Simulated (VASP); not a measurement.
Set up this calculation in VASP 6.6.1, as the native input.

| Item | Value |
| --- | --- |
| Task | single point |
| Functional | r2SCAN |
| Potentials or basis | VASP PAW PBE potentials, release 64 (Te, Mo_sv) |
| Cutoff | 520 eV |
| k mesh | 12 × 12 × 2 |
| Occupations | gaussian, width 0.05 eV |
| Spin | no spin polarisation |
| Dipole correction | no |
| Further INCAR settings | ALGO = Normal; EDIFF = 1e-07; NBANDS = 20 |

System: Te2Mo, a slab with vacuum.

```
Te Mo
1.0
     3.56023    0.00000    0.00000
    -1.78012    3.08325    0.00000
     0.00000    0.00000   17.52406
Te Mo
2 1
Direct
  0.30090 0.60180 0.89786
  0.33333 0.66667 0.10214
  0.00000 0.00000 0.00000
```

This cell differs from its parent crystal: atom 1 (Te) moved by (+0.000, -0.200) A along x and y.

These files were run (other wordings do the same):

POSCAR

```
Te2Mo
1.0
    3.5602328140      0.0000000000      0.0000000000
   -1.7801164070      3.0832520603      0.0000000000
    0.0000000000      0.0000000000     17.5240578200
Te Mo
2 1
Direct
    0.3009000460      0.6018000920      0.8978554500
    0.3333333333      0.6666666667      0.1021445500
    0.0000000000      0.0000000000      0.0000000000
```

INCAR.step1

```
SYSTEM = Te2Mo
  ALGO = Normal
  EDIFF = 1E-4
  ENCUT = 520
  GGA = PE
  ISMEAR = 0
  LASPH = .TRUE.
  LCHARG = .FALSE.
  LREAL = .FALSE.
  LWAVE = .TRUE.
  NBANDS = 20
  NELM = 100
  PREC = Accurate
  SIGMA = 0.05
```

INCAR.step2

```
SYSTEM = Te2Mo
  ALGO = Normal
  EDIFF = 1E-7
  ENCUT = 520
  ISIF = 2
  ISMEAR = 0
  ISTART = 1
  LASPH = .TRUE.
  LCHARG = .FALSE.
  LMIXTAU = .TRUE.
  LREAL = .FALSE.
  LWAVE = .FALSE.
  METAGGA = R2SCAN
  NBANDS = 20
  NELM = 100
  PREC = Accurate
  SIGMA = 0.05
```

KPOINTS

```
k-points
0
G
  12 12 2
  0 0 0
```

Potentials or basis: VASP PAW PBE potentials, release 64 (Te, Mo_sv).

Run with:

```console
$ cat potpaw_PBE.64/Te/POTCAR potpaw_PBE.64/Mo_sv/POTCAR > POTCAR
$ cp INCAR.step1 INCAR
$ mpirun -np 1 vasp_std > vasp.out
$ cp INCAR.step2 INCAR
$ mpirun -np 1 vasp_std > vasp.out
```

It gave:

```yaml
Largest_force: 1.610 eV/Å
Band_gap_on_the_k_mesh: 1.11 eV
```

Caveat: the cell differs from its parent crystal (atom 1 (Te) moved by (+0.000, -0.200) A along x and y); the PAW data sets were made with another functional, which shifts forces and pressure a little; spin-orbit coupling is left out, which moves the levels of the heavy elements.

Wall time 53 min on 1 thread of Oxide Virtual Turin-like Processor (shared host), peak memory 0.55 GiB.
